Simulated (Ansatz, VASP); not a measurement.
# One calculation of Zr3ScN4, two programs

```xyz
8
Lattice="-3.0215 3.0215 3.0215 3.0215 -3.0215 3.0215 3.0215 3.0215 -3.0215" Properties=species:S:1:pos:R:3 pbc="T T T"
Zr    0.0000    3.0215    0.0000
Zr    3.0215    0.0000    0.0000
Zr    0.0000    0.0000    3.0215
Sc    0.0000    0.0000    0.0000
N     1.9602    1.9602    1.9602
N     1.0613   -1.0613    1.0613
N    -1.0613    1.0613    1.0613
N     1.0613    1.0613   -1.0613
```

Change from the starting cell: species swapped into the K3SbS4 type (I-43m, No. 217).

Alike in both runs: task relaxation of cell and atoms; functional PBE; k mesh 4 × 4 × 4; occupations gaussian, width 0.1 eV; no spin polarisation.

```csv
,VASP,Ansatz
version,VASP 6.6.1,Ansatz 0.2.0
potentials or method,"VASP PAW PBE potentials, release 64 (Zr_sv, Sc_sv, N), cutoff 600 eV","scalar-relativistic, plane waves, PAW"
valence electrons in the cell,67,67
```

```csv
,VASP,Ansatz,Ansatz less VASP
"gap on the k mesh at the Fermi level, each at its own relaxed structure (eV)",none,none,-
relaxed volume (Å³/atom),11.67,11.67,+0.003
relaxed length of the cell vector where the two differ most in proportion (Å),4.950,4.950,+0.0004
```

A gap of «none» marks a metal or a gap that the smearing closes.

The k mesh is coarse, so the values compare programs but aren't converged. Noted on VASP's run: the volume moved by over 15 % at a fixed basis, so the end points are rough.
